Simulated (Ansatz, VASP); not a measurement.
# Two plane-wave programs on C

```xyz
1
Lattice="2.2027 -3.7919 0.0000 2.2027 3.7919 0.0000 0.0000 0.0000 1.2823" Properties=species:S:1:pos:R:3 pbc="T T T"
C     0.0000    0.0000    0.0000
```

Alike in both runs: functional PBE; k mesh 14 × 14 × 42; occupations gaussian, width 0.1 eV; no spin polarisation.

Ansatz relaxed the structure, and its values are those at the end. VASP's run is a single point on that final structure, the one shown.

|  | VASP | Ansatz |
| --- | --- | --- |
| version | VASP 6.6.1 | Ansatz 0.2.0 |
| potentials or method | VASP PAW PBE potentials, release 64 (C), cutoff 520 eV | scalar-relativistic, plane waves, PAW |
| valence electrons in the cell | 4 | 4 |

|  | VASP | Ansatz | Ansatz less VASP |
| --- | --- | --- | --- |
| gap on the k mesh at the Fermi level (eV) | none | none | - |
| pressure (GPa) | -0.1 | 0.0 | +0.10 |

A gap of «none» marks a metal or a gap that the smearing closes.
